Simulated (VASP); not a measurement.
The system is CsCl.

```
Cs Cl
1.0
     4.12300    0.00000    0.00000
     0.00000    4.12300    0.00000
     0.00000    0.00000    4.12300
Cs Cl
1 1
Direct
  0.00000 0.00000 0.00000
  0.50000 0.50000 0.50000
```

Base run:

* Program: VASP 6.6.1
* Functional: PBEsol
* Potentials or basis: VASP PAW PBE potentials, release 64 (Cs_sv, Cl)
* Cutoff: 500 eV
* k mesh: 6 × 6 × 6
* Occupations: fermi-dirac, width 0.03 eV
* Spin: no spin polarisation

Its results: band gap on the k mesh 5.05 eV, direct; pressure -0.6 GPa.

Question: After a change of settings the same cell gave: band gap on the k mesh 5.26 eV, direct; pressure 1.0 GPa. Which change was it?
A. cutoff from 500 eV to 400 eV; further incar settings from ALGO = Normal; EDIFF = 1e-06; NBANDS = 15 to ALGO = Normal; EDIFF = 1e-08; NBANDS = 15
B. functional from PBEsol to r2SCAN; cutoff from 500 eV to 440 eV; further incar settings from ALGO = Normal; EDIFF = 1e-06; NBANDS = 15 to ALGO = Normal; EDIFF = 1e-08; NBANDS = 15
C. functional from PBEsol to PBE
D. functional from PBEsol to PBE; dispersion from none to D3(BJ)

Answer: C.

PBE binds less tightly than PBEsol, so the same cell stands under more pressure.

Caveats: spin-orbit coupling is left out, which moves the levels of the heavy elements; the PAW data sets were made with another functional, which shifts forces and pressure a little (some runs).
